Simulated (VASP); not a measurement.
Wanted: the native input for a VASP 6.6.1 run.

* Task: single point
* Functional: PBE
* Dispersion: D3(BJ)
* Potentials or basis: VASP PAW PBE potentials, release 64 (Mo_sv, S)
* Cutoff: 520 eV
* k mesh: 12 × 12 × 12
* Occupations: gaussian, width 0.05 eV
* Spin: no spin polarisation
* Dipole correction: no
* Further INCAR settings: ALGO = Normal; EDIFF = 1e-06; NBANDS = 20

The structure of MoS2 lies in POSCAR:

```
MoS2
1.0
    1.4569024129      0.8411430003      6.6489141054
   -1.4569024129      0.8411430003      6.6489141054
    0.0000000000     -1.6822860006      6.6489141054
Mo S
1 2
Direct
    0.0000172156      0.0000172156      0.0000172156
    0.7535368444      0.7535368444      0.7535368444
    0.5797459400      0.5797459400      0.5797459400
```

These files were run (other wordings do the same):

INCAR

```
SYSTEM = MoS2
PREC = Accurate
ENCUT = 520
EDIFF = 1E-6
ISMEAR = 0
SIGMA = 0.05
LREAL = .FALSE.
LASPH = .TRUE.
NELM = 60
ALGO = Normal
ISIF = 2
LWAVE = .FALSE.
LCHARG = .TRUE.
GGA = PE
IVDW = 12
LELF = .TRUE.
LVHAR = .TRUE.
NBANDS = 20
```

KPOINTS

```
Automatic mesh
0
G
  12 12 12
  0 0 0
```

Potentials or basis: VASP PAW PBE potentials, release 64 (Mo_sv, S).

Command:

```console
$ cat potpaw_PBE.64/Mo_sv/POTCAR potpaw_PBE.64/S/POTCAR > POTCAR
$ mpirun -np 1 vasp_std > vasp.out
```

It gave:

The pressure is 8.1 GPa and the largest force is 1.344 eV/Å. The band gap on the k mesh is 0.78 eV (least direct gap 1.39 eV). The dispersion energy per atom is -0.466 eV.

Caveat: the cell stands under pressure; forces of over 1 eV/Å act on the atoms, so gaps and moduli don't describe the material at rest.

Run time: 17 min on 1 thread of Intel(R) Xeon(R) Platinum 8259CL CPU @ 2.50GHz (Skylake/Cascade Lake), on a shared host, peak memory 0.46 GiB.
